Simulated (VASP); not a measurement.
TiO2: single point with PBE

The system is TiO2.

```
Ti O
1.0
    -1.89960   -5.69880    4.84887
    -5.69880    1.89960   -4.84887
     5.69880   -1.89960   -4.84887
Ti O
10 20
Direct
  0.39883 0.79910 0.59905
  0.99884 0.99902 0.99903
  0.19888 0.39910 0.79909
  0.79888 0.59913 0.19911
  0.59886 0.19908 0.39905
  0.49907 0.24922 0.74917
  0.09901 0.44915 0.14913
  0.29907 0.84919 0.94914
  0.89908 0.04926 0.34916
  0.69904 0.64920 0.54913
  0.49900 0.04268 0.54266
  0.09897 0.24267 0.94265
  0.29903 0.64271 0.74270
  0.89896 0.84268 0.14264
  0.69884 0.44265 0.34257
  0.39893 0.59270 0.39262
  0.99892 0.79264 0.79260
  0.19895 0.19270 0.59261
  0.79896 0.39265 0.99269
  0.59895 0.99269 0.19260
  0.49896 0.45564 0.95556
  0.09890 0.65561 0.35564
  0.29891 0.05553 0.15558
  0.89898 0.25567 0.55553
  0.69894 0.85561 0.75560
  0.39888 0.00560 0.80552
  0.99891 0.20560 0.20554
  0.19889 0.60559 0.00556
  0.79891 0.80561 0.40555
  0.59894 0.40561 0.60556
```

```json
{"Program": "VASP 6.6.1", "Task": "single point", "Functional": "PBE", "Potentials or basis": "VASP PAW PBE potentials, release 64 (Ti_sv, O)", "Cutoff": "520 eV", "k mesh": "2 × 2 × 2, shifted", "Occupations": "gaussian, width 0.02 eV", "Spin": "no spin polarisation"}
```

```yaml
Pressure: 0.7 GPa
Largest_force: 0.018 eV/Å
Band_gap_on_the_k_mesh: 2.30 eV
```

Forces on the atoms (eV/Å):
```
Ti   0.000 -0.005 -0.001
Ti  -0.002 -0.002 -0.004
Ti  -0.001 -0.003 -0.003
Ti  -0.002 -0.002 -0.001
Ti  -0.001 -0.001 -0.004
Ti   0.000  0.000 -0.001
Ti   0.000 -0.001 -0.004
Ti   0.001  0.000 -0.003
Ti   0.001  0.000  0.001
Ti   0.002  0.002 -0.004
O   -0.002  0.000  0.017
O   -0.001  0.000  0.018
O    0.001  0.002  0.017
O    0.001  0.000  0.018
O    0.000  0.000  0.018
O    0.001  0.000  0.017
O   -0.001 -0.002  0.018
O    0.001 -0.002  0.018
O   -0.001  0.004  0.018
O    0.000  0.001  0.017
O    0.001  0.001 -0.014
O    0.000  0.001 -0.013
O   -0.001  0.001 -0.016
O    0.002  0.002 -0.017
O    0.000  0.003 -0.014
O    0.000  0.000 -0.016
O    0.002  0.000 -0.015
O   -0.001  0.001 -0.014
O   -0.001  0.000 -0.016
O    0.002  0.001 -0.015
```

Stress tensor (GPa, compression positive):
```
 0.69  0.00 -0.01
 0.00  0.67 -0.01
-0.01 -0.01  0.82
```

Levels at points of the mesh, in eV from the valence-band top:
```tsv
k point	band 118	band 119	band 120	band 121	band 122	band 123
(0.25, 0.25, 0.25)	-0.35	-0.14	-0.14	3.04	3.04	3.04
```

Run time: 3.6 min on 1 thread of Intel(R) Xeon(R) 6975P-C (Granite Rapids), with other jobs on the host, peak memory 0.53 GiB.

Caveat: a shifted mesh leaves out Γ, where band edges can lie. A k mesh can miss the band edges.
